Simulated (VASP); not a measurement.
# Zr (Cmcm) in VASP: single point with r2SCAN

Aim: the single point of Zr with r2SCAN.

Everything below comes from runs of VASP 6.6.1. Logs are shortened: lines on timing, memory, paths and dates and some standing lists are left out, and cuts for length are marked.

### Step 1. The cell of the first run

It takes space group Cmcm (No. 63, orthorhombic). Conventional cell: a = 3.232 Å, b = 5.766 Å, c = 5.147 Å, α = 90.00°, β = 90.00°, γ = 90.00°. Within 4.2 Å of Zr (site symmetry m2m) lie 12 Zr at 3.19 to 3.30 Å.

### Step 2. Single point, r2SCAN (strain +0.0300 x Voigt [0, 1, 0, 0, 0, 0])

Input file POSCAR:

```
Zr
1.0
    3.2319982225      0.0000000000      0.0000000000
   -1.6159991112      2.8829623427      0.0000000000
    0.0000000000      0.0000000000      5.1470000000
Zr
2
Direct
    0.3333333333      0.6666666667      0.2500000000
    0.6666666667      0.3333333333      0.7500000000
```

Input file INCAR.step1:

```
PREC     = Accurate       # precision mode
ENCUT    = 520            # plane-wave cutoff, eV
ISMEAR   = 0              # smearing method
SIGMA    = 0.15           # smearing width, eV
LREAL    = F              # projectors in reciprocal space
LASPH    = T              # aspherical terms in the spheres
NELM     = 60             # most SCF steps
NBANDS   = 19             # bands
GGA      = PE             # functional
ALGO     = Normal         # electronic algorithm
EDIFF    = 1E-4           # SCF threshold, eV
LWAVE    = T              # write WAVECAR
LCHARG   = F              # write CHGCAR
```

Input file INCAR.step2:

```
PREC     = Accurate       # precision mode
ENCUT    = 520            # plane-wave cutoff, eV
EDIFF    = 1E-6           # SCF threshold, eV
ISMEAR   = 0              # smearing method
SIGMA    = 0.15           # smearing width, eV
LREAL    = F              # projectors in reciprocal space
LASPH    = T              # aspherical terms in the spheres
NELM     = 60             # most SCF steps
ALGO     = Normal         # electronic algorithm
ISIF     = 2              # what is computed and relaxed
LWAVE    = F              # write WAVECAR
LCHARG   = F              # write CHGCAR
METAGGA  = R2SCAN         # meta-GGA
LMIXTAU  = T            
NBANDS   = 19             # bands
ISTART   = 1
```

Input file KPOINTS:

```
Automatic mesh
0
Gamma
  18 18 10
```

Potentials or basis: VASP PAW PBE potentials, release 64 (Zr_sv).

On the command line:

```sh
$ cat potpaw_PBE.64/Zr_sv/POTCAR > POTCAR
$ cp INCAR.step1 INCAR
$ mpirun -np 1 vasp_std > vasp.out
$ cp INCAR.step2 INCAR
$ mpirun -np 1 vasp_std > vasp.out
```

OUTCAR:

```text
PREC = Accurate
   ENCUT = 520
   EDIFF = 1E-6
   ISMEAR = 0
   LREAL = F
   LASPH = T
   NELM = 60
   ISIF = 2
   METAGGA = R2SCAN
   ISTART = 1

 ion  position               nearest neighbor table
   1  0.333  0.667  0.250-   2 3.19   2 3.19   2 3.19   2 3.19   2 3.21   2 3.21
   2  0.667  0.333  0.750-   1 3.19   1 3.19   1 3.19   1 3.19   1 3.21   1 3.21

  LATTYP: Found a base centered orthorhombic cell.
 ALAT       =     3.2319982225
 B/A-ratio  =     1.7840123318
 C/A-ratio  =     1.5925132521

  Lattice vectors:

 A1 = (   1.6159991112,  -2.8829623427,   0.0000000000)
 A2 = (   1.6159991113,   2.8829623427,   0.0000000000)
 A3 = (   0.0000000000,   0.0000000000,   5.1470000000)

Analysis of symmetry for initial positions (statically):
=====================================================================
 Subroutine PRICEL returns:
 Original cell was already a primitive cell.

 Routine SETGRP: Setting up the symmetry group for a
 base centered orthorhombic supercell.

 Subroutine GETGRP returns: Found  8 space group operations
 (whereof  4 operations were pure point group operations)
 out of a pool of  8 trial point group operations.

The static configuration has the point symmetry C_2h.
 The point group associated with its full space group is D_2h.

Analysis of symmetry for dynamics (positions and initial velocities):
=====================================================================
 Subroutine PRICEL returns:
 Original cell was already a primitive cell.

 Routine SETGRP: Setting up the symmetry group for a
 base centered orthorhombic supercell.

 Subroutine GETGRP returns: Found  8 space group operations
 (whereof  4 operations were pure point group operations)
 out of a pool of  8 trial point group operations.

The dynamic configuration has the point symmetry C_2h.
 The point group associated with its full space group is D_2h.

 Subroutine INISYM returns: Found  8 space group operations
 (whereof  4 operations are pure point group operations),
 and found     1 'primitive' translations

----------------------------------------------------------------------------------------

                                     Primitive cell

  volume of cell :      47.9584

  direct lattice vectors                    reciprocal lattice vectors
[... 76 lines left out ...]
   NGXF,Y,Z  is equivalent  to a cutoff of  24.69, 28.17, 25.84 a.u.
 SYSTEM =  unknown system
   PREC   = accura    normal or accurate (medium, high low for compatibility)
   ISTART =      1    job   : 0-new  1-cont  2-samecut
   ICHARG =      0    charge: 1-file 2-atom 10-const
   ISPIN  =      1    spin polarized calculation?
   LNONCOLLINEAR =      F non collinear calculations
   LSORBIT =      F    spin-orbit coupling
   LASPH  =      T    aspherical Exc in radial PAW
   ENCUT  =  520.0 eV  38.22 Ry    6.18 a.u.   6.01  6.15  9.57*2*pi/ulx,y,z
   NELM   =     60;   NELMIN=  2; NELMDL=  0     # of ELM steps
   EDIFF  = 0.1E-05   stopping-criterion for ELM
   LREAL  =      F    real-space projection
   EDIFFG = 0.1E-04   stopping-criterion for IOM
   NSW    =      0    number of steps for IOM
   IBRION =     -1    ionic relax: 0-MD 1-quasi-New 2-CG
   NFREE  =      0    steps in history (QN), initial steepest desc. (CG)
   ISIF   =      2    stress and relaxation
   ISYM   =      2    0-nonsym 1-usesym 2-fastsym
   POTIM  = 0.5000    time-step for ionic-motion
   TEBEG  =    0.0;   TEEND  =   0.0 temperature during run
   PSTRESS=    0.0 pullay stress
   NELECT =      24.0000    total number of electrons
   NUPDOWN=      -1.0000    fix difference up-down
   EMIN   =  10.00;   EMAX   =-10.00  energy-range for DOS
   EFERMI =   0.00;   METHOD = LEGACY
   ISMEAR =     0;   SIGMA  =   0.15  broadening in eV -4-tet -1-fermi 0-gaus
   EFERMI_NEDOS =   21; number of points for ismear=-14 and -15
   IALGO  =     38    algorithm
   IMIX   =      4    mixing-type and parameters
     AMIX     =   0.40;   BMIX     =  1.00
     AMIX_MAG =   1.60;   BMIX_MAG =  1.00
  volume/ion in A,a.u.               =      23.98       161.82
  Fermi-wavevector in a.u.,A,eV,Ry     =   1.299742  2.456156 22.984721  1.689329
  Thomas-Fermi vector in A             =   2.430986
   LORBIT       =      0    0 simple, 1 ext, 2 COOP (PROOUT), +10 PAW based schemes
   METAGGA = R2SCAN    functional components
   LHFCALC =     F    Hartree Fock is set to
   AEXX    =    0.0000 exact exchange contribution
   IVDW    =     0    specifies the selected vdW correction
   LEPSILON=     F    determine dielectric tensor
   LRPA    =     F    only Hartree local field effects (RPA)
 non-spin polarized calculation
 Gauss-broadening in eV      SIGMA  =   0.15
  energy-cutoff  :      520.00
  volume of cell :       47.96
 maximum number of plane-waves:      1312
   NGX = 13   NGY = 13   NGZ = 19

 number of electron      24.0000000 magnetization

 Free energy of the ion-electron system (eV)
  ---------------------------------------------------
  ext. energy  EPLUGINS =         0.00000000
  ---------------------------------------------------
  free energy    TOTEN  =       -45.49712577 eV

  energy without entropy =      -45.47864613  energy(sigma->0) =      -45.48788595

 E-fermi :   8.7194     XC(G=0): -11.8023

 val. band max:        8.7183416552   @ k =   0.0556  -0.0000   0.5000
 cond. band min:       8.7215680985   @ k =   0.0000   0.0000   0.4000
 fundamental gap:      0.0032264433
 Fermi energy:         8.7194395088

 k-point     1 :       0.0000    0.0000    0.0000
  band No.  band energies     occupation
      1     -41.9080      2.00000
      2     -41.7521      2.00000
      3     -19.7296      2.00000
      4     -18.9046      2.00000
      5     -18.8716      2.00000
      6     -18.7621      2.00000
[... 505 lines left out ...]
      6     -18.9864      2.00000
[... 11 lines left out ...]
     18      11.8994      0.00000
     19      13.8618      0.00000

 [... further k-points ...]
[... 5 lines left out ...]
  --------------------------------------------------------------------------------------
  -------------------------------------------------------------------------------------
  Total       -0.1744034     -1.1244266     -0.3446684     -0.0000000     -0.0000000      0.0000000
  in kB       -5.8264147    -37.5644845    -11.5145709     -0.0000000     -0.0000000      0.0000000
  external PRESSURE =     -18.3018234 kB  Pullay stress =       0.0000000 kB

 VOLUME and BASIS-vectors are now :
 -----------------------------------------------------------------------------
  energy-cutoff  :      520.00
  volume of cell :       47.96
      direct lattice vectors                 reciprocal lattice vectors
     3.231998223  0.000000000  0.000000000     0.309406111  0.173432720  0.000000000
    -1.615999111  2.882962343  0.000000000     0.000000000  0.346865439  0.000000000
     0.000000000  0.000000000  5.147000000     0.000000000  0.000000000  0.194287935

 POSITION                                       TOTAL-FORCE (eV/Angst)
 -----------------------------------------------------------------------------------
     -0.00000      1.92197      1.28675         0.000000      0.067234      0.000000
      1.61600      0.96099      3.86025        -0.000000     -0.067234     -0.000000
 -----------------------------------------------------------------------------------
    total drift:                               -0.000000      0.000000     -0.000000

  FREE ENERGIE OF THE ION-ELECTRON SYSTEM (eV)
  ---------------------------------------------------
  free  energy   TOTEN  =       -45.4971257666 eV

  energy  without entropy=      -45.4786461250  energy(sigma->0) =      -45.48788595
```

OUTCAR.step1:

```text
PREC = Accurate
   ENCUT = 520
   ISMEAR = 0
   LREAL = F
   LASPH = T
[... 752 lines left out ...]
 -----------------------------------------------------------------------------------
     -0.00000      1.92197      1.28675         0.000000      0.053483      0.000000
      1.61600      0.96099      3.86025        -0.000000     -0.053483      0.000000
 -----------------------------------------------------------------------------------
    total drift:                               -0.000000      0.000000     -0.000000

  FREE ENERGIE OF THE ION-ELECTRON SYSTEM (eV)
  ---------------------------------------------------
  free  energy   TOTEN  =       -17.0357888775 eV

  energy  without entropy=      -17.0129521305  energy(sigma->0) =      -17.02437050
```

Wall time 26 min (1 thread of Intel Xeon 8259CL, shared host); peak memory 0.49 GiB.

Results:

- Free energy: -45.4971 eV
- Pressure: -1.8 GPa
- Largest force: 0.067 eV/Å
- Band gap on the k mesh: zero (bands 12 and 13 overlap by 1.40 eV)

Forces on the atoms (eV/Å):
```
Zr   0.000  0.067  0.000
Zr   0.000 -0.067  0.000
```

Caveat: the cell differs from its parent crystal (strain +0.0300 x Voigt [0, 1, 0, 0, 0, 0]); the PAW data sets were made with another functional, which shifts forces and pressure a little.
